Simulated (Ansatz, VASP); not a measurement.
**Ca: VASP beside Ansatz**

```xyz
2
Lattice="3.9800 0.0000 0.0000 -1.9900 3.4468 0.0000 0.0000 0.0000 6.5200" Properties=species:S:1:pos:R:3 pbc="T T T"
Ca   -0.2000    2.2979    1.6300
Ca    1.9900    1.1489    4.8900
```

Alike in both runs: task single point; functional PBEsol; k mesh 12 × 12 × 8; occupations gaussian, width 0.15 eV; no spin polarisation.

|  | VASP | Ansatz |
| --- | --- | --- |
| version | VASP 6.6.1 | Ansatz 0.2.0 |
| potentials or method | VASP PAW PBE potentials, release 64 (Ca_sv), cutoff 520 eV | scalar-relativistic, plane waves, PAW |
| valence electrons in the cell | 20 | 20 |

```tsv
	VASP	Ansatz	Ansatz less VASP
gap on the k mesh at the Fermi level (eV)	none	none	-
pressure (GPa)	-1.4	-1.4	0.00
traceless stress, the component that is largest in VASP (GPa)	0.29	0.29	-0.001
rms of the force components (eV/Å)	0.041	0.041	0.0000
```

VASP's potentials were made for PBE, not for PBEsol. Atom by atom the forces differ by 0.000 eV/Å (rms over components). A gap of «none» marks a metal or a gap that the smearing closes.
